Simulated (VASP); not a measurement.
# Ir (P6_3/mmc) in VASP: further runs

Ir is run at these levels: PBEsol; tasks: single point.

Program: VASP 6.6.1. These are calculated values, not measurements. Logs are shortened: lines on timing, memory, paths and dates and some standing lists are left out, and cuts for length are marked.

## 1. The cell of the first run

It takes space group P6_3/mmc (No. 194, hexagonal). Conventional cell: a = 2.971 Å, b = 2.971 Å, c = 4.105 Å, α = 90.00°, β = 90.00°, γ = 120.00°. Ir (site symmetry -6m2) has 12 Ir at 2.68 to 2.97 Å within 3.5 Å.

This isn't the form of Ir at room conditions, which is fcc.

## 2. Single point, PBEsol (strain +0.080 along x and y, -0.080 along z)

File INCAR:

```
PREC = Accurate ; ENCUT = 520
EDIFF = 1E-6 ; ISMEAR = 0
SIGMA = 0.15 ; LREAL = F
LASPH = T ; NELM = 80
ALGO = Normal ; ISIF = 2
LWAVE = F ; LCHARG = T
GGA = PS ; LELF = T
LVHAR = T ; NBANDS = 16
```

File KPOINTS:

```
regular mesh
0
Gamma
  18 18 12
```

File POSCAR:

```
Ir
1.0
    2.9714881261      0.0000000000      0.0000000000
   -1.4857440631      2.5733842043      0.0000000000
    0.0000000000      0.0000000000      4.1053068000
Ir
2
Direct
    0.6666666667      0.3333333333      0.7500000000
    0.3333333333      0.6666666667      0.2500000000
```

Potentials or basis: VASP PAW PBE potentials, release 64 (Ir).

Run with:

```
$ cat potpaw_PBE.64/Ir/POTCAR > POTCAR
$ mpirun -np 1 vasp_std > vasp.out
```

OUTCAR:

```text
PREC = Accurate
   ENCUT = 520
   EDIFF = 1E-6
   ISMEAR = 0
   LREAL = F
   LASPH = T
   NELM = 80
   ISIF = 2
   GGA = PS

 ion  position               nearest neighbor table
   1  0.667  0.333  0.750-   2 2.68   2 2.68   2 2.68   2 2.68   2 2.68   2 2.68
   2  0.333  0.667  0.250-   1 2.68   1 2.68   1 2.68   1 2.68   1 2.68   1 2.68

  LATTYP: Found a hexagonal cell.
 ALAT       =     2.9714881261
 C/A-ratio  =     1.3815659447

  Lattice vectors:

 A1 = (   2.9714881261,   0.0000000000,   0.0000000000)
 A2 = (  -1.4857440631,   2.5733842043,   0.0000000000)
 A3 = (   0.0000000000,   0.0000000000,   4.1053068000)

Analysis of symmetry for initial positions (statically):
=====================================================================
 Subroutine PRICEL returns:
 Original cell was already a primitive cell.

 Routine SETGRP: Setting up the symmetry group for a
 hexagonal supercell.

 Subroutine GETGRP returns: Found 24 space group operations
 (whereof 12 operations were pure point group operations)
 out of a pool of 24 trial point group operations.

The static configuration has the point symmetry D_3d.
 The point group associated with its full space group is D_6h.

Analysis of symmetry for dynamics (positions and initial velocities):
=====================================================================
 Subroutine PRICEL returns:
 Original cell was already a primitive cell.

 Routine SETGRP: Setting up the symmetry group for a
 hexagonal supercell.

 Subroutine GETGRP returns: Found 24 space group operations
 (whereof 12 operations were pure point group operations)
 out of a pool of 24 trial point group operations.

The dynamic configuration has the point symmetry D_3d.
 The point group associated with its full space group is D_6h.

 Subroutine INISYM returns: Found 24 space group operations
 (whereof 12 operations are pure point group operations),
 and found     1 'primitive' translations

----------------------------------------------------------------------------------------

                                     Primitive cell

  volume of cell :      31.3924

  direct lattice vectors                    reciprocal lattice vectors
     2.971488126  0.000000000  0.000000000     0.336531717  0.194296677  0.000000000
    -1.485744063  2.573384204  0.000000000     0.000000000  0.388593354  0.000000000
     0.000000000  0.000000000  4.105306800     0.000000000  0.000000000  0.243587154

  length of vectors
     2.971488126  2.971488126  4.105306800     0.388593354  0.388593354  0.243587154

  position of ions in fractional coordinates (direct lattice)
     0.666666667  0.333333333  0.750000000
     0.333333333  0.666666667  0.250000000

  ion indices of the primitive-cell ions
   primitive index   ion index
                 1           1
                 2           2

----------------------------------------------------------------------------------------

 KPOINTS: regular mesh

Automatic generation of k-mesh.
 Grid dimensions read from file:
 generate k-points for:   18   18   12

 Generating k-lattice:

  Cartesian coordinates                     Fractional coordinates (reciprocal lattice)
     0.018696206  0.010794260  0.000000000     0.055555556  0.000000000  0.000000000
     0.000000000  0.021588520  0.000000000     0.000000000  0.055555556  0.000000000
     0.000000000  0.000000000  0.020298930     0.000000000  0.000000000  0.083333333

  Length of vectors
     0.021588520  0.021588520  0.020298930

  Shift w.r.t. Gamma in fractional coordinates (k-lattice)
     0.000000000  0.000000000  0.000000000

 Subroutine IBZKPT returns following result:
 ===========================================

 Found    259 irreducible k-points:

 Following reciprocal coordinates:
            Coordinates               Weight
  0.000000  0.000000  0.000000      1.000000
  0.055556  0.000000  0.000000      6.000000
  0.111111  0.000000  0.000000      6.000000
  0.166667  0.000000  0.000000      6.000000
  0.222222  0.000000  0.000000      6.000000
  0.277778 -0.000000  0.000000      6.000000
[... 16 lines left out ...]
  0.333333  0.111111  0.000000     12.000000
  0.388889  0.111111  0.000000     12.000000
 [... further k-points ...]
   k-points           NKPTS =    259   k-points in BZ     NKDIM =    259   number of bands    NBANDS=     16
   number of dos      NEDOS =    301   number of ions     NIONS =      2
   total plane-waves  NPLWV =  18432
   dimension x,y,z NGX =    24 NGY =   24 NGZ =   32
   dimension x,y,z NGXF=    48 NGYF=   48 NGZF=   64
   ions per type =               2
   NGX,Y,Z   is equivalent  to a cutoff of  13.43, 13.43, 12.96 a.u.
   NGXF,Y,Z  is equivalent  to a cutoff of  26.85, 26.85, 25.92 a.u.
 SYSTEM =  unknown system
   PREC   = accura    normal or accurate (medium, high low for compatibility)
   ISTART =      0    job   : 0-new  1-cont  2-samecut
   ICHARG =      2    charge: 1-file 2-atom 10-const
   ISPIN  =      1    spin polarized calculation?
   LNONCOLLINEAR =      F non collinear calculations
   LSORBIT =      F    spin-orbit coupling
   LASPH  =      T    aspherical Exc in radial PAW
   ENCUT  =  520.0 eV  38.22 Ry    6.18 a.u.   5.52  5.52  7.63*2*pi/ulx,y,z
   NELM   =     80;   NELMIN=  2; NELMDL= -5     # of ELM steps
   EDIFF  = 0.1E-05   stopping-criterion for ELM
   LREAL  =      F    real-space projection
   EDIFFG = 0.1E-04   stopping-criterion for IOM
   NSW    =      0    number of steps for IOM
   IBRION =     -1    ionic relax: 0-MD 1-quasi-New 2-CG
   NFREE  =      0    steps in history (QN), initial steepest desc. (CG)
   ISIF   =      2    stress and relaxation
   ISYM   =      2    0-nonsym 1-usesym 2-fastsym
   POTIM  = 0.5000    time-step for ionic-motion
   TEBEG  =    0.0;   TEEND  =   0.0 temperature during run
   PSTRESS=    0.0 pullay stress
   NELECT =      18.0000    total number of electrons
   NUPDOWN=      -1.0000    fix difference up-down
   EMIN   =  10.00;   EMAX   =-10.00  energy-range for DOS
   EFERMI =   0.00;   METHOD = LEGACY
   ISMEAR =     0;   SIGMA  =   0.15  broadening in eV -4-tet -1-fermi 0-gaus
   EFERMI_NEDOS =   21; number of points for ismear=-14 and -15
   IALGO  =     38    algorithm
   IMIX   =      4    mixing-type and parameters
     AMIX     =   0.40;   BMIX     =  1.00
     AMIX_MAG =   1.60;   BMIX_MAG =  1.00
  volume/ion in A,a.u.               =      15.70       105.92
  Fermi-wavevector in a.u.,A,eV,Ry     =   1.360058  2.570138 25.167500  1.849759
  Thomas-Fermi vector in A             =   2.486753
   LORBIT       =      0    0 simple, 1 ext, 2 COOP (PROOUT), +10 PAW based schemes
   GGA     = PS    functional components
   LHFCALC =     F    Hartree Fock is set to
   AEXX    =    0.0000 exact exchange contribution
   IVDW    =     0    specifies the selected vdW correction
   LEPSILON=     F    determine dielectric tensor
   LRPA    =     F    only Hartree local field effects (RPA)
 non-spin polarized calculation
 Gauss-broadening in eV      SIGMA  =   0.15
  energy-cutoff  :      520.00
  volume of cell :       31.39
 maximum number of plane-waves:       891
 NGX is ok and might be reduce to    24
   NGX = 11   NGY = 11   NGZ = 15

 number of electron      17.9999999 magnetization

 Free energy of the ion-electron system (eV)
  ---------------------------------------------------
  ext. energy  EPLUGINS =         0.00000000
  ---------------------------------------------------
  free energy    TOTEN  =       -18.85419693 eV

  energy without entropy =      -18.81643713  energy(sigma->0) =      -18.83531703

 E-fermi :   8.6342     XC(G=0): -13.4713

 val. band max:        8.6329562829   @ k =   0.3333   0.2778   0.2500
 cond. band min:       8.6375582966   @ k =   0.2778   0.2222   0.2500
 fundamental gap:      0.0046020137
 Fermi energy:         8.6341985866

 k-point     1 :       0.0000    0.0000    0.0000
  band No.  band energies     occupation
      1      -1.5654      2.00000
      2       1.6605      2.00000
      3       5.2162      2.00000
      4       5.2162      2.00000
      5       5.4653      2.00000
      6       5.4653      2.00000
[... 8 lines left out ...]
     15      26.6128      0.00000
     16      26.9491      0.00000

 k-point     2 :       0.0556    0.0000    0.0000
  band No.  band energies     occupation
      1      -1.4697      2.00000
      2       1.7266      2.00000
      3       5.0818      2.00000
      4       5.2899      2.00000
      5       5.4062      2.00000
      6       5.4064      2.00000
[... 8 lines left out ...]
     15      26.0841      0.00000
     16      26.4109      0.00000

 k-point     3 :       0.1111    0.0000    0.0000
  band No.  band energies     occupation
      1      -1.1881      2.00000
      2       1.9106      2.00000
      3       4.7766      2.00000
      4       5.2097      2.00000
      5       5.2468      2.00000
      6       5.5076      2.00000
[... 8 lines left out ...]
     15      24.7916      0.00000
     16      25.2437      0.00000

 k-point     4 :       0.1667    0.0000    0.0000
  band No.  band energies     occupation
      1      -0.7389      2.00000
      2       2.1637      2.00000
      3       4.4436      2.00000
      4       4.8487      2.00000
      5       5.0259      2.00000
      6       5.8579      2.00000
[... 8 lines left out ...]
     15      23.8751      0.00000
     16      24.4492      0.00000
[... 324 lines left out ...]
 k-point    22 :       0.2778    0.1111    0.0000
  band No.  band energies     occupation
      1       1.3470      2.00000
      2       2.5918      2.00000
      3       3.2430      2.00000
      4       3.9838      2.00000
      5       4.4843      2.00000
      6       6.2610      2.00000
[... 8 lines left out ...]
     15      18.5236      0.00000
     16      23.8683      0.00000

 k-point    23 :       0.3333    0.1111    0.0000
  band No.  band energies     occupation
      1       1.8163      2.00000
      2       2.4572      2.00000
      3       2.9358      2.00000
      4       4.2831      2.00000
      5       4.3690      2.00000
      6       6.1903      2.00000
[... 8 lines left out ...]
     15      18.7963      0.00000
     16      22.6433      0.00000

 k-point    24 :       0.3889    0.1111    0.0000
  band No.  band energies     occupation
      1       2.0776      2.00000
      2       2.3496      2.00000
      3       2.7451      2.00000
      4       4.2967      2.00000
      5       4.6122      2.00000
      6       6.1498      2.00000
[... 8 lines left out ...]
     15      19.7555      0.00000
     16      21.4181      0.00000

 [... further k-points ...]

------------------------ aborting loop because EDIFF is reached ----------------------------------------

  FORCE on cell =-STRESS in cart. coord.  units (eV):
  Direction    XX          YY          ZZ          XY          YZ          ZX
  --------------------------------------------------------------------------------------
  -------------------------------------------------------------------------------------
  Total       -6.2551636     -6.2551636     -0.7205604      0.0000000     -0.0000000      0.0000000
  in kB     -319.2456638   -319.2456638    -36.7753441      0.0000000     -0.0000000      0.0000000
  external PRESSURE =    -225.0888906 kB  Pullay stress =       0.0000000 kB

 VOLUME and BASIS-vectors are now :
 -----------------------------------------------------------------------------
  energy-cutoff  :      520.00
  volume of cell :       31.39
      direct lattice vectors                 reciprocal lattice vectors
     2.971488126  0.000000000  0.000000000     0.336531717  0.194296677  0.000000000
    -1.485744063  2.573384204  0.000000000     0.000000000  0.388593354  0.000000000
     0.000000000  0.000000000  4.105306800     0.000000000  0.000000000  0.243587154

 POSITION                                       TOTAL-FORCE (eV/Angst)
 -----------------------------------------------------------------------------------
      1.48574      0.85779      3.07898         0.000000      0.000000      0.000000
     -0.00000      1.71559      1.02633        -0.000000      0.000000      0.000000
 -----------------------------------------------------------------------------------
    total drift:                               -0.000000      0.000000     -0.000000

  FREE ENERGIE OF THE ION-ELECTRON SYSTEM (eV)
  ---------------------------------------------------
  free  energy   TOTEN  =       -18.8541969325 eV

  energy  without entropy=      -18.8164371305  energy(sigma->0) =      -18.83531703
```

Run time: 2.4 min. Hardware: 1 thread of Intel Xeon Platinum 8259CL at 2.50GHz (Skylake/Cascade Lake), shared host; peak memory 0.24 GiB.

What came out:

```
Free energy            : -18.8542 eV
Pressure               : -22.5 GPa
Band gap on the k mesh : zero (bands 9 and 10 overlap by 2.00 eV)
```

Caveat: the cell differs from its parent crystal (strain +0.080 along x and y, -0.080 along z); the stress differs along the axes, from -32 to -4 GPa; the PAW data sets were made with another functional, which shifts forces and pressure a little; spin-orbit coupling is left out, which moves the levels of the heavy elements.

## 3. Single point, PBEsol (strain +0.000 along x and y, +0.080 along z)

File INCAR:

```
SYSTEM = Ir
PREC = Accurate
ENCUT = 520
EDIFF = 1E-6
ISMEAR = 0
SIGMA = 0.15
LREAL = .FALSE.
LASPH = .TRUE.
NELM = 60
ALGO = Fast
ISIF = 2
LWAVE = .FALSE.
LCHARG = .FALSE.
GGA = PS
NBANDS = 16
```

File KPOINTS:

```
regular mesh
0
G
  18 18 12
  0 0 0
```

File POSCAR:

```
Ir
1.0
    2.7513778946      0.0000000000      0.0000000000
   -1.3756889473      2.3827631521      0.0000000000
    0.0000000000      0.0000000000      4.8192732000
Ir
2
Direct
    0.6666666667      0.3333333333      0.7500000000
    0.3333333333      0.6666666667      0.2500000000
```

Potentials or basis: VASP PAW PBE potentials, release 64 (Ir).

Run with:

```
$ cat potpaw_PBE.64/Ir/POTCAR > POTCAR
$ mpirun -np 1 vasp_std > vasp.out
```

OUTCAR:

```text
SYSTEM = Ir
   PREC = Accurate
   ENCUT = 520
   EDIFF = 1E-6
   ISMEAR = 0
   LREAL = .FALSE.
   LASPH = .TRUE.
   NELM = 60
   ISIF = 2
   GGA = PS

 ion  position               nearest neighbor table
   1  0.667  0.333  0.750-   2 2.89   2 2.89   2 2.89   2 2.89   2 2.89   2 2.89
   2  0.333  0.667  0.250-   1 2.89   1 2.89   1 2.89   1 2.89   1 2.89   1 2.89

  LATTYP: Found a hexagonal cell.
 ALAT       =     2.7513778946
 C/A-ratio  =     1.7515853455

  Lattice vectors:

 A1 = (   2.7513778946,   0.0000000000,   0.0000000000)
 A2 = (  -1.3756889473,   2.3827631521,   0.0000000000)
 A3 = (   0.0000000000,   0.0000000000,   4.8192732000)

Analysis of symmetry for initial positions (statically):
=====================================================================
 Subroutine PRICEL returns:
 Original cell was already a primitive cell.

 Routine SETGRP: Setting up the symmetry group for a
 hexagonal supercell.

 Subroutine GETGRP returns: Found 24 space group operations
 (whereof 12 operations were pure point group operations)
 out of a pool of 24 trial point group operations.

The static configuration has the point symmetry D_3d.
[... 164 lines left out ...]
 E-fermi :   8.4304     XC(G=0): -13.4549

 val. band max:        8.4256185088   @ k =   0.3333   0.0556   0.4167
 cond. band min:       8.4311054525   @ k =   0.3333   0.1111   0.1667
 fundamental gap:      0.0054869437
 Fermi energy:         8.4303925857

 k-point     1 :       0.0000    0.0000    0.0000
  band No.  band energies     occupation
      1      -1.6079      2.00000
      2       1.1606      2.00000
      3       4.5423      2.00000
      4       5.2791      2.00000
      5       5.2791      2.00000
      6       5.6842      2.00000
[... 433 lines left out ...]
      3       2.7790      2.00000
      4       5.1091      2.00000
      5       5.2192      2.00000
      6       5.4724      2.00000
[... 8 lines left out ...]
     15      18.3571      0.00000
     16      20.9792      0.00000

 [... further k-points ...]

------------------------ aborting loop because EDIFF is reached ----------------------------------------

  FORCE on cell =-STRESS in cart. coord.  units (eV):
  Direction    XX          YY          ZZ          XY          YZ          ZX
  --------------------------------------------------------------------------------------
  -------------------------------------------------------------------------------------
  Total       -4.7650358     -4.7650358     -8.2919625      0.0000000     -0.0000000      0.0000000
  in kB     -241.6373591   -241.6373591   -420.4895851      0.0000000     -0.0000000      0.0000000
  external PRESSURE =    -301.2547678 kB  Pullay stress =       0.0000000 kB

 VOLUME and BASIS-vectors are now :
 -----------------------------------------------------------------------------
  energy-cutoff  :      520.00
  volume of cell :       31.59
      direct lattice vectors                 reciprocal lattice vectors
     2.751377895  0.000000000  0.000000000     0.363454254  0.209840411  0.000000000
    -1.375688947  2.382763152  0.000000000     0.000000000  0.419680823  0.000000000
     0.000000000  0.000000000  4.819273200     0.000000000  0.000000000  0.207500168

 POSITION                                       TOTAL-FORCE (eV/Angst)
 -----------------------------------------------------------------------------------
      1.37569      0.79425      3.61445         0.000000     -0.000000      0.000000
     -0.00000      1.58851      1.20482        -0.000000      0.000000      0.000000
 -----------------------------------------------------------------------------------
    total drift:                                0.000000     -0.000000     -0.000000

  FREE ENERGIE OF THE ION-ELECTRON SYSTEM (eV)
  ---------------------------------------------------
  free  energy   TOTEN  =       -19.0386933626 eV

  energy  without entropy=      -19.0085504334  energy(sigma->0) =      -19.02362190
```

stdout:

```text
POSCAR found type information on POSCAR Ir
 POSCAR found :  1 types and       2 ions
 scaLAPACK will be used
 -----------------------------------------------------------------------------
|                                                                             |
|                                                                             |
|     You enforced a specific xc type in the INCAR file but a different       |
|     I HOPE YOU KNOW WHAT YOU ARE DOING!                                     |
|                                                                             |
 -----------------------------------------------------------------------------

 LDA part: xc-table for (Slater+PW92), standard interpolation
 POSCAR, INCAR and KPOINTS ok, starting setup
 FFT: planning ... GRIDC
 FFT: planning ... GRID_SOFT
 FFT: planning ... GRID
 WAVECAR not read
 entering main loop
```

Run time: 3.1 min. Hardware: 1 thread of Intel Xeon Platinum 8259CL at 2.50GHz (Skylake/Cascade Lake), shared host; peak memory 0.23 GiB.

Results:

```
Free energy            : -19.0387 eV
Pressure               : -30.1 GPa
Band gap on the k mesh : zero (bands 9 and 10 overlap by 3.06 eV)
```

Caveat: the cell differs from its parent crystal (strain +0.000 along x and y, +0.080 along z); the stress differs along the axes, from -42 to -24 GPa; the PAW data sets were made with another functional, which shifts forces and pressure a little; spin-orbit coupling is left out, which moves the levels of the heavy elements.

[end of part 1 of 2]
